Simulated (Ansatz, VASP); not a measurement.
## One calculation of Se, two programs

```
CELL_PARAMETERS angstrom
2.80724 0.00000 0.00000
0.00000 2.80724 0.00000
0.00000 0.00000 2.80724
ATOMIC_POSITIONS crystal
Se 0.00000 0.00000 0.00000
```

Alike in both runs: task relaxation of cell and atoms; functional r2SCAN; k mesh 20 × 20 × 20; occupations gaussian, width 0.1 eV; no spin polarisation.

```csv
,VASP,Ansatz
version,VASP 6.6.1,Ansatz 0.2.0
potentials or method,"VASP PAW PBE potentials, release 64 (Se), cutoff 600 eV","scalar-relativistic, plane waves, PAW"
valence electrons in the cell,6,16
```

Ansatz gave:

- gap on the k mesh at the Fermi level, each at its own relaxed structure (eV): none
- relaxed volume (Å³/atom): 22.32
- relaxed cell length with the largest relative difference (Å): 2.816

Task: What did VASP give for the same quantities?

Result: gap on the k mesh at the Fermi level, each at its own relaxed structure (eV): none; relaxed volume (Å³/atom): 22.29; relaxed cell length with the largest relative difference (Å): 2.814.

VASP's potentials were made for PBE, not for r2SCAN. A gap of «none» marks a metal or a gap that the smearing closes. VASP's potentials hold 6 valence electrons a cell and Ansatz's 16, so a difference there can come from the potentials and not from the codes.
